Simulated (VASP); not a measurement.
# Zr8N in VASP: single point with PBE+D3(BJ)

Aim: the single point of Zr8N with PBE+D3(BJ).

All numbers are computed with VASP 6.6.1; they aren't measurements. Logs are shortened: lines on timing, memory, paths and dates and some standing lists are left out, and cuts for length are marked.

**1. The cell of the first run**

The cell holds a slab with vacuum, 18 atoms: a = 6.366 Å, b = 6.366 Å, c = 26.339 Å, α = 90.00°, β = 90.00°, γ = 120.00°.

**2. Single point, PBE+D3(BJ)**

File INCAR:

```
ALGO = Normal
DIPOL = 0.5 0.5 0.329
EDIFF = 1E-7
ENCUT = 520
GGA = PE
IDIPOL = 3
ISIF = 2
ISMEAR = 0
IVDW = 12
LASPH = T
LCHARG = T
LDIPOL = T
LELF = T
LREAL = Auto
LVACPOTAV = T
LVHAR = T
LWAVE = F
NBANDS = 116
NELM = 100
PREC = Accurate
SIGMA = 0.1
```

File KPOINTS:

```
k-points
0
Gamma
  6 6 1
```

File POSCAR:

```
Zr8N
1.0
    6.3664247930      0.0000000000      0.0000000000
   -3.1832123965      5.5134856020      0.0000000000
    0.0000000000      0.0000000000     26.3387859015
Zr N
16 2
Direct
    0.3333333333      0.1666666667      0.1518672886
    0.3333333333      0.6666666667      0.1518672886
    0.8333333333      0.1666666667      0.1518672886
    0.8333333333      0.6666666667      0.1518672886
    0.1666666667      0.3333333333      0.2489701804
    0.1666666667      0.8333333333      0.2489701804
    0.6666666667      0.3333333333      0.2489701804
    0.6666666667      0.8333333333      0.2489701804
    0.3333333333      0.1666666667      0.3487108088
    0.3333333333      0.6666666667      0.3487108088
    0.8333333333      0.1666666667      0.3487108088
    0.8333333333      0.6666666667      0.3487108088
    0.1666666667      0.3333333333      0.4418877144
    0.1666666667      0.8333333333      0.4418877144
    0.6666666667      0.3333333333      0.4418877144
    0.6666666667      0.8333333333      0.4418877144
    0.3333333333      0.6666666667      0.5557881808
    0.3333333333      0.6666666667      0.5975516852
```

Potentials or basis: VASP PAW PBE potentials, release 64 (Zr_sv, N).

Run with:

```sh
cat potpaw_PBE.64/Zr_sv/POTCAR potpaw_PBE.64/N/POTCAR > POTCAR
mpirun -np 1 vasp_std > vasp.out
```

OUTCAR:

```text
EDIFF = 1E-7
   ENCUT = 520
   GGA = PE
   ISIF = 2
   ISMEAR = 0
   IVDW = 12
   LASPH = T
   LREAL = Auto
   NELM = 100
   PREC = Accurate
 IVDW          = 12

 ion  position               nearest neighbor table
   1  0.333  0.167  0.152-   5 3.15   6 3.15   7 3.15   4 3.18   2 3.18   2 3.18   4 3.18   3 3.18
                             3 3.18
   2  0.333  0.667  0.152-   6 3.15   5 3.15   8 3.15   3 3.18   1 3.18   1 3.18   3 3.18   4 3.18
                             4 3.18
   3  0.833  0.167  0.152-   7 3.15   8 3.15   5 3.15   4 3.18   2 3.18   4 3.18   2 3.18   1 3.18
                             1 3.18
   4  0.833  0.667  0.152-   8 3.15   7 3.15   6 3.15   3 3.18   1 3.18   3 3.18   1 3.18   2 3.18
                             2 3.18
   5  0.167  0.333  0.249-   1 3.15   2 3.15   3 3.15   6 3.18   8 3.18   6 3.18   8 3.18   7 3.18
                             7 3.18   9 3.21  10 3.21  11 3.21
   6  0.167  0.833  0.249-   2 3.15   1 3.15   4 3.15   5 3.18   7 3.18   5 3.18   7 3.18   8 3.18
                             8 3.18  10 3.21   9 3.21  12 3.21
   7  0.667  0.333  0.249-   3 3.15   4 3.15   1 3.15   6 3.18   8 3.18   8 3.18   6 3.18   5 3.18
                             5 3.18  11 3.21  12 3.21   9 3.21
   8  0.667  0.833  0.249-   4 3.15   3 3.15   2 3.15   5 3.18   7 3.18   7 3.18   5 3.18   6 3.18
                             6 3.18  12 3.21  11 3.21  10 3.21
   9  0.333  0.167  0.349-  13 3.07  14 3.07  15 3.07  12 3.18  10 3.18  10 3.18  12 3.18  11 3.18
                            11 3.18   5 3.21   6 3.21   7 3.21
  10  0.333  0.667  0.349-  14 3.07  13 3.07  16 3.07  11 3.18   9 3.18   9 3.18  11 3.18  12 3.18
                            12 3.18   6 3.21   5 3.21   8 3.21
  11  0.833  0.167  0.349-  15 3.07  16 3.07  13 3.07  12 3.18  10 3.18  12 3.18  10 3.18   9 3.18
                             9 3.18   7 3.21   8 3.21   5 3.21
  12  0.833  0.667  0.349-  16 3.07  15 3.07  14 3.07  11 3.18   9 3.18  11 3.18   9 3.18  10 3.18
                            10 3.18   8 3.21   7 3.21   6 3.21
  13  0.167  0.333  0.442-   9 3.07  10 3.07  11 3.07  14 3.18  16 3.18  14 3.18  16 3.18  15 3.18
                            15 3.18
  14  0.167  0.833  0.442-  10 3.07   9 3.07  12 3.07  13 3.18  15 3.18  13 3.18  15 3.18  16 3.18
                            16 3.18
  15  0.667  0.333  0.442-  11 3.07  12 3.07   9 3.07  14 3.18  16 3.18  16 3.18  14 3.18  13 3.18
                            13 3.18
  16  0.667  0.833  0.442-  12 3.07  11 3.07  10 3.07  13 3.18  15 3.18  15 3.18  13 3.18  14 3.18
                            14 3.18
  17  0.333  0.667  0.556-  18 1.10
  18  0.333  0.667  0.598-  17 1.10

  LATTYP: Found a hexagonal cell.
 ALAT       =     6.3664247930
 C/A-ratio  =     4.1371392513

  Lattice vectors:

 A1 = (   6.3664247930,   0.0000000000,   0.0000000000)
 A2 = (  -3.1832123965,   5.5134856020,   0.0000000000)
 A3 = (   0.0000000000,   0.0000000000,  26.3387859015)

Analysis of symmetry for initial positions (statically):
=====================================================================
 Subroutine PRICEL returns:
 Original cell was already a primitive cell.

 Routine SETGRP: Setting up the symmetry group for a
 hexagonal supercell.

 Subroutine GETGRP returns: Found  6 space group operations
 (whereof  6 operations were pure point group operations)
 out of a pool of 24 trial point group operations.

The static configuration has the point symmetry C_3v.

Analysis of symmetry for dynamics (positions and initial velocities):
=====================================================================
 Subroutine PRICEL returns:
 Original cell was already a primitive cell.

 Routine SETGRP: Setting up the symmetry group for a
 hexagonal supercell.

 Subroutine GETGRP returns: Found  6 space group operations
 (whereof  6 operations were pure point group operations)
 out of a pool of 24 trial point group operations.

The dynamic configuration has the point symmetry C_3v.

 Subroutine INISYM returns: Found  6 space group operations
 (whereof  6 operations are pure point group operations),
 and found     1 'primitive' translations

----------------------------------------------------------------------------------------

                                     Primitive cell

  volume of cell :     924.5228

  direct lattice vectors                    reciprocal lattice vectors
     6.366424793  0.000000000  0.000000000     0.157074030  0.090686734  0.000000000
    -3.183212397  5.513485602  0.000000000     0.000000000  0.181373467  0.000000000
     0.000000000  0.000000000 26.338785901     0.000000000  0.000000000  0.037966822

  length of vectors
[... 57 lines left out ...]

  Length of vectors
     0.030228911  0.030228911  0.037966822

  Shift w.r.t. Gamma in fractional coordinates (k-lattice)
     0.000000000  0.000000000  0.000000000

 Subroutine IBZKPT returns following result:
 ===========================================

 Found      7 irreducible k-points:

 Following reciprocal coordinates:
            Coordinates               Weight
  0.000000  0.000000  0.000000      1.000000
  0.166667 -0.000000  0.000000      6.000000
  0.333333 -0.000000  0.000000      6.000000
  0.500000  0.000000  0.000000      3.000000
  0.166667  0.166667  0.000000      6.000000
  0.333333  0.166667  0.000000     12.000000
  0.333333  0.333333  0.000000      2.000000
   k-points           NKPTS =      7   k-points in BZ     NKDIM =      7   number of bands    NBANDS=    116
   number of dos      NEDOS =    301   number of ions     NIONS =     18
   total plane-waves  NPLWV = 451584
   dimension x,y,z NGX =    48 NGY =   48 NGZ =  196
   dimension x,y,z NGXF=    96 NGYF=   96 NGZF=  392
   ions per type =              16   2
   NGX,Y,Z   is equivalent  to a cutoff of  12.53, 12.53, 12.37 a.u.
   NGXF,Y,Z  is equivalent  to a cutoff of  25.07, 25.07, 24.74 a.u.
 SYSTEM =  unknown system
   PREC   = accura    normal or accurate (medium, high low for compatibility)
   ISTART =      0    job   : 0-new  1-cont  2-samecut
   ICHARG =      2    charge: 1-file 2-atom 10-const
   ISPIN  =      1    spin polarized calculation?
   LNONCOLLINEAR =      F non collinear calculations
   LSORBIT =      F    spin-orbit coupling
   LASPH  =      T    aspherical Exc in radial PAW
   ENCUT  =  520.0 eV  38.22 Ry    6.18 a.u.  11.84 11.84 48.97*2*pi/ulx,y,z
   NELM   =    100;   NELMIN=  2; NELMDL= -5     # of ELM steps
   EDIFF  = 0.1E-06   stopping-criterion for ELM
   LREAL  =      T    real-space projection
   EDIFFG = 0.1E-05   stopping-criterion for IOM
   NSW    =      0    number of steps for IOM
   IBRION =     -1    ionic relax: 0-MD 1-quasi-New 2-CG
   NFREE  =      0    steps in history (QN), initial steepest desc. (CG)
   ISIF   =      2    stress and relaxation
   ISYM   =      2    0-nonsym 1-usesym 2-fastsym
   POTIM  = 0.5000    time-step for ionic-motion
   TEBEG  =    0.0;   TEEND  =   0.0 temperature during run
   PSTRESS=    0.0 pullay stress
   NELECT =     202.0000    total number of electrons
   NUPDOWN=      -1.0000    fix difference up-down
   EMIN   =  10.00;   EMAX   =-10.00  energy-range for DOS
   EFERMI =   0.00;   METHOD = LEGACY
   ISMEAR =     0;   SIGMA  =   0.10  broadening in eV -4-tet -1-fermi 0-gaus
   EFERMI_NEDOS =   21; number of points for ismear=-14 and -15
   IALGO  =     38    algorithm
   IMIX   =      4    mixing-type and parameters
     AMIX     =   0.40;   BMIX     =  1.00
     AMIX_MAG =   1.60;   BMIX_MAG =  1.00
  volume/ion in A,a.u.               =      51.36       346.61
  Fermi-wavevector in a.u.,A,eV,Ry     =   0.986021  1.863309 13.228088  0.972237
  Thomas-Fermi vector in A             =   2.117371
   LORBIT       =      0    0 simple, 1 ext, 2 COOP (PROOUT), +10 PAW based schemes
   GGA     = PE    functional components
   LHFCALC =     F    Hartree Fock is set to
   AEXX    =    0.0000 exact exchange contribution
   IVDW    =    12    specifies the selected vdW correction
   LEPSILON=     F    determine dielectric tensor
   LRPA    =     F    only Hartree local field effects (RPA)
 non-spin polarized calculation
 Gauss-broadening in eV      SIGMA  =   0.10
  energy-cutoff  :      520.00
  volume of cell :      924.52
 maximum number of plane-waves:     24930
 NGX is ok and might be reduce to    48
   NGX = 23   NGY = 23   NGZ = 97

 dipolmoment           0.000000      0.000000      0.042627 electrons x Angstroem

 number of electron     202.0000001 magnetization

 dipolmoment           0.000000      0.000000     -0.039160 electrons x Angstroem

 Free energy of the ion-electron system (eV)
  ---------------------------------------------------
  ext. energy  EPLUGINS =         0.00000000
  ---------------------------------------------------
  free energy    TOTEN  =      -145.62380749 eV

  energy without entropy =     -145.47880365  energy(sigma->0) =     -145.55130557

 E-fermi :   1.4364     XC(G=0):  -5.4520

 val. band max:        1.4181755700   @ k =   0.1667   0.1667   0.0000
 cond. band min:       1.4384362158   @ k =   0.1667  -0.0000   0.0000
 fundamental gap:      0.0202606458
 Fermi energy:         1.4363651000

 k-point     1 :       0.0000    0.0000    0.0000
  band No.  band energies     occupation
      1     -47.5149      2.00000
      2     -47.4827      2.00000
      3     -47.4116      2.00000
      4     -47.4102      2.00000
      5     -47.4102      2.00000
      6     -47.3803      2.00000
[... 801 lines left out ...]
    112       1.7402      0.00002
    113       1.8886      0.00000
 [bands above 113 left out]

------------------------ aborting loop because EDIFF is reached ----------------------------------------

 Edisp (eV)   -6.71199

 E8    (eV) :    -3.5233

  FORCE on cell =-STRESS in cart. coord.  units (eV):
  Direction    XX          YY          ZZ          XY          YZ          ZX
  --------------------------------------------------------------------------------------
  -------------------------------------------------------------------------------------
  Total      -6.80092    -6.80092    -1.34294     0.00000     0.00000    -0.00000
  in kB     -11.78585   -11.78585    -2.32729     0.00000     0.00000    -0.00000
  external pressure =       -8.63 kB  Pullay stress =        0.00 kB

 VOLUME and BASIS-vectors are now :
 -----------------------------------------------------------------------------
  energy-cutoff  :      520.00
  volume of cell :      924.52
      direct lattice vectors                 reciprocal lattice vectors
     6.366424793  0.000000000  0.000000000     0.157074030  0.090686734  0.000000000
    -3.183212397  5.513485602  0.000000000     0.000000000  0.181373467  0.000000000
     0.000000000  0.000000000 26.338785901     0.000000000  0.000000000  0.037966822

 POSITION                                       TOTAL-FORCE (eV/Angst)
 -----------------------------------------------------------------------------------
      1.59161      0.91891      4.00000        -0.002035     -0.001175      0.398868
     -0.00000      3.67566      4.00000        -0.000000     -0.000000      0.382221
      4.77482      0.91891      4.00000         0.002035     -0.001175      0.398868
      3.18321      3.67566      4.00000        -0.000000      0.002350      0.398868
      0.00000      1.83783      6.55757        -0.000000     -0.021231     -0.417211
     -1.59161      4.59457      6.55757        -0.018386      0.010615     -0.417211
[... 10 lines left out ...]
     -0.00000      3.67566     14.63879        -0.000000      0.000000     -2.669062
     -0.00000      3.67566     15.73879        -0.000000      0.000000      2.629355
 -----------------------------------------------------------------------------------
    total drift:                                0.000001     -0.000000     -0.004418

  FREE ENERGIE OF THE ION-ELECTRON SYSTEM (eV)
  ---------------------------------------------------
  free  energy   TOTEN  =      -152.3357926184 eV

  energy  without entropy=     -152.1907887740  energy(sigma->0) =     -152.26329070

 vacuum level on the upper side and lower side of the slab         5.448         5.650
```

It took 36 min on 1 thread of Intel Xeon 6975P-C (Granite Rapids), shared host; peak memory 1.1 GiB.

What came out:

```
Free energy                : -152.3358 eV
Largest force              : 2.669 eV/Å
Band gap on the k mesh     : zero (band 101 reaches 2.12 eV, above the bottom of band 102 at 0.98 eV)
Dispersion energy per atom : -0.373 eV
```

Forces on the atoms (eV/Å):
```
Zr  -0.002 -0.001  0.399
Zr   0.000  0.000  0.382
Zr   0.002 -0.001  0.399
Zr   0.000  0.002  0.399
Zr   0.000 -0.021 -0.417
Zr  -0.018  0.011 -0.417
Zr   0.000  0.000 -0.438
Zr   0.018  0.011 -0.417
Zr   0.012  0.007  0.028
Zr   0.000  0.000  0.063
Zr  -0.012  0.007  0.028
Zr   0.000 -0.014  0.028
Zr   0.000 -0.118  0.032
Zr  -0.102  0.059  0.032
Zr   0.000  0.000 -0.092
Zr   0.102  0.059  0.032
N    0.000  0.000 -2.669
N    0.000  0.000  2.629
```

Caveat: the standard files for N, O and F lose accuracy on very short bonds.
